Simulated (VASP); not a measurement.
Hf3Zr5Hg8, 16 atoms in the cell. It takes space group Pmmm (No. 47, orthorhombic). The conventional cell has a = 6.294 Å, b = 6.294 Å, c = 8.340 Å, α = 90.00°, β = 90.00°, γ = 90.00°. Hg (site symmetry 1) has 3 Hf at 3.05 Å and 5 Zr at 3.05 Å and 4 Hg at 3.15 Å within 4.0 Å. Hf (site symmetry mmm) has 8 Hg at 3.05 Å and 2 Hf at 3.15 Å and 2 Zr at 3.15 Å within 4.0 Å. Within 4.0 Å of Hf (site symmetry mmm) lie 8 Hg at 3.05 Å and 4 Zr at 3.15 Å. Hf (site symmetry mmm) has 8 Hg at 3.05 Å and 2 Hf at 3.15 Å and 2 Zr at 3.15 Å within 4.0 Å. Zr (site symmetry mmm) has 8 Hg at 3.05 Å and 2 Hf at 3.15 Å and 2 Zr at 3.15 Å within 4.0 Å. Within 4.0 Å of Zr (site symmetry mmm) lie 8 Hg at 3.05 Å and 2 Hf at 3.15 Å and 2 Zr at 3.15 Å. Zr (site symmetry mmm) has 8 Hg at 3.05 Å and 2 Hf at 3.15 Å and 2 Zr at 3.15 Å within 4.0 Å. Zr (site symmetry mmm) has 8 Hg at 3.05 Å and 2 Hf at 3.15 Å and 2 Zr at 3.15 Å within 4.0 Å. 

```yaml
Program: VASP 6.6.1
Task: single point
Functional: LDA
Potentials_or_basis: VASP PAW LDA potentials, release 64 (Hg, Hf_pv, Zr_sv)
Cutoff: 520 eV
k_mesh: 3 × 3 × 2
Occupations: gaussian, width 0.05 eV
Spin: no spin polarisation
Dipole_correction: no
Further_INCAR_settings: LREAL = Auto; ALGO = Normal; EDIFF = 1e-07; NBANDS = 107
```

Potentials or basis: VASP PAW LDA potentials, release 64 (Hg, Hf_pv, Zr_sv).

Run with:

```sh
$ cat potpaw_LDA.64/Hg/POTCAR potpaw_LDA.64/Hf_pv/POTCAR potpaw_LDA.64/Zr_sv/POTCAR > POTCAR
$ mpirun -np 1 vasp_std > vasp.out
```

Hardware: 1 thread of Intel(R) Xeon(R) 6975P-C (Granite Rapids), on a shared host.

How long does it take, and how much memory?

Wall time 6.7 min on 1 thread of Intel(R) Xeon(R) 6975P-C (Granite Rapids) (shared host), peak memory 0.43 GiB. Counts: scf iterations 19, k points 8.
